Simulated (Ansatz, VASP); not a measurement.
**One calculation of Zr, two programs**

```xyz
2
Lattice="3.5262 0.0000 0.0000 -1.7631 3.0538 0.0000 0.0000 0.0000 5.6304" Properties=species:S:1:pos:R:3 pbc="T T T"
Zr    0.0000    2.0358    1.4076
Zr    1.7631    1.0179    4.2228
```

Alike in both runs: task single point; functional PBE; k mesh 6 × 6 × 4; occupations gaussian, width 0.1 eV; no spin polarisation.

|  | VASP | Ansatz |
| --- | --- | --- |
| version | VASP 6.6.1 | Ansatz 0.2.0 |
| potentials or method | VASP PAW PBE potentials, release 64 (Zr_sv), cutoff 500 eV | scalar-relativistic, plane waves, PAW |
| valence electrons in the cell | 24 | 24 |

VASP gave:

* gap on the k mesh at the Fermi level (eV): none
* pressure (GPa): -15.4
* traceless stress, the component that is largest in VASP (GPa): 0.06

Question: Estimate Ansatz's values.

Answer: gap on the k mesh at the Fermi level (eV): none; pressure (GPa): -15.4; traceless stress, the component that is largest in VASP (GPa): 0.05.

A gap of «none» marks a metal or a gap that the smearing closes.
